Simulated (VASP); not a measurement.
Crystal: BP.

```xyz
2
Lattice="0.0000 2.2690 2.2690 2.2690 0.0000 2.2690 2.2690 2.2690 0.0000" Properties=species:S:1:pos:R:3 pbc="T T T"
P     3.4035    3.4035    3.4035
B     0.0000    0.0000    0.0000
```

* Program: VASP 6.6.1
* Task: relaxation of cell and atoms
* Functional: PBEsol
* Dispersion: D3(BJ)
* Potentials or basis: VASP PAW PBE potentials, release 64 (P, B)
* Cutoff: 600 eV
* k mesh: 10 × 10 × 10
* Occupations: fermi-dirac, width 0.05 eV
* Spin: no spin polarisation

At the start: pressure -5.3 GPa; volume 11.68 Å³/atom.

Question: How do energy, volume and symmetry change on relaxing?

Answer: Over 3 steps the energy falls by 6.3 meV/atom and the volume is 11.31 Å³/atom (-3.2 %); space group F-43m (No. 216, to 0.05 Å).

The path:
| step | energy change (eV) | largest force (eV/Å) | pressure (GPa) | volume (Å³) |
| --- | --- | --- | --- | --- |
| 1 | 0.0000 | 0.0000 | -5.32 | 23.36 |
| 2 | -0.0052 | 0.0000 | 4.48 | 22.08 |
| 3 | -0.0126 | 0.0000 | -0.01 | 22.62 |

Final structure:
```yaml
crystal:
  lattice:
    - [0.00000, 2.24478, 2.24478]
    - [2.24478, 0.00000, 2.24478]
    - [2.24478, 2.24478, 0.00000]
  atoms:
    - { symbol: P, position: [0.75000, 0.75000, 0.75000] }
    - { symbol: B, position: [0.00000, 0.00000, 0.00000] }
```

Caveat: the PAW data sets were made with another functional, which shifts forces and pressure a little.
